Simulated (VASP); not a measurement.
MgCd3O4, 8 atoms in the cell. It takes space group Pm-3m (No. 221, cubic). The conventional cell has a = 4.681 Å, b = 4.681 Å, c = 4.681 Å, α = 90.00°, β = 90.00°, γ = 90.00°. Mg (site symmetry m-3m) has 6 O at 2.34 Å within 3.1 Å. Within 3.1 Å of Cd (site symmetry 4/mmm) lie 6 O at 2.34 Å. Within 3.1 Å of O (site symmetry 4/mmm) lie 2 Mg at 2.34 Å and 4 Cd at 2.34 Å. O (site symmetry m-3m) has 6 Cd at 2.34 Å within 3.1 Å. 

```yaml
Program: VASP 6.6.1
Task: single point
Functional: PBE
Potentials_or_basis: VASP PAW PBE potentials, release 64 (Mg, Cd, O)
Cutoff: 520 eV
k_mesh: 4 × 4 × 4
Occupations: gaussian, width 0.1 eV
Spin: collinear spin, ferromagnetic start
Starting_moments: "[0.0, 0.0, 0.0, 0.0, 1.0, 1.0, 1.0, 1.0] μB"
Dipole_correction: no
Further_INCAR_settings: ALGO = Normal; EDIFF = 1e-06; NBANDS = 45
```

Potentials or basis: VASP PAW PBE potentials, release 64 (Mg, Cd, O).

Launch:

```bash
$ cat potpaw_PBE.64/Mg/POTCAR potpaw_PBE.64/Cd/POTCAR potpaw_PBE.64/O/POTCAR > POTCAR
$ mpirun -np 1 vasp_std > vasp.out
```

Hardware: 1 thread of Intel(R) Xeon(R) Platinum 8488C (Sapphire Rapids) (shared host).

Q: How long does it take, and how much memory?

A: It took 57 s on 1 thread of Intel(R) Xeon(R) Platinum 8488C (Sapphire Rapids), with other jobs on the host, peak memory 0.26 GiB. Counts: scf iterations 15, k points 10.
